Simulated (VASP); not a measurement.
BaF2: relaxation of cell and atoms with PBE

The system is BaF2.

```xyz
3
Lattice="0.0000 3.0497 3.0497 3.0497 0.0000 3.0497 3.0497 3.0497 0.0000" Properties=species:S:1:pos:R:3 pbc="T T T"
Ba    0.0000    0.0000    0.0000
F     1.5248    1.5248    1.5248
F     4.5745    4.5745    4.5745
```

| Quantity | Value |
| --- | --- |
| Program | VASP 6.6.1 |
| Task | relaxation of cell and atoms |
| Functional | PBE |
| Potentials or basis | VASP PAW PBE potentials, release 64 (Ba_sv, F) |
| Cutoff | 600 eV |
| k mesh | 6 × 6 × 6 |
| Occupations | gaussian, width 0.02 eV |
| Spin | no spin polarisation |
| Dipole correction | no |
| Further INCAR settings | ALGO = Normal; EDIFF = 1e-07; IBRION = 2; EDIFFG = -0.01; NSW = 80; ISIF = 3 |

- Relaxed volume: 20.66 Å³/atom
- Relaxed cell: a = 4.442 Å, b = 4.442 Å, c = 4.442 Å, α = 60.00°, β = 60.00°, γ = 60.00°
- Space group after relaxing (to 0.05 Å): Fm-3m (No. 225)
- Energy gained by relaxing: 29.4 meV/atom
- Ionic steps: 3
- Pressure after relaxing: 0.0 GPa
- Band gap on the k mesh: 6.60 eV, indirect (least direct gap 6.65 eV)

Step by step:
```
step  energy change (eV)  largest force (eV/Å)  pressure (GPa)  volume (Å³)
   1              0.0000                0.0000            5.85        56.73
   2             -0.0874                0.0000           -0.48        62.58
   3             -0.0883                0.0000            0.01        61.99
```

Final structure:
```yaml
crystal:
  lattice:
    - [0.00000, 3.14114, 3.14114]
    - [3.14114, 0.00000, 3.14114]
    - [3.14114, 3.14114, 0.00000]
  atoms:
    - { symbol: Ba, position: [0.00000, 0.00000, 0.00000] }
    - { symbol: F, position: [0.25000, 0.25000, 0.25000] }
    - { symbol: F, position: [0.75000, 0.75000, 0.75000] }
```

Levels at points of the mesh, in eV from the valence-band top:
| k point | band 9 | band 10 | band 11 | band 12 | band 13 | band 14 | band 15 | band 16 |
| --- | --- | --- | --- | --- | --- | --- | --- | --- |
| (0.00, 0.00, 0.00) | -1.37 | -0.05 | -0.05 | -0.05 | 6.60 | 9.04 | 9.04 | 11.08 |
| (0.50, 0.00, 0.00) | -0.61 | -0.34 | -0.16 | -0.16 | 8.87 | 9.02 | 9.02 | 9.64 |
| (0.50, 0.50, 0.00) | -0.34 | -0.30 | -0.30 | -0.08 | 7.18 | 8.81 | 10.43 | 11.63 |

Run time: 39 s on 1 thread of Intel(R) Xeon(R) Platinum 8375C CPU @ 2.90GHz (Ice Lake) (shared host), peak memory 0.21 GiB.

Caveat: spin-orbit coupling is left out, which moves the levels of the heavy elements. A k mesh can miss the band edges.
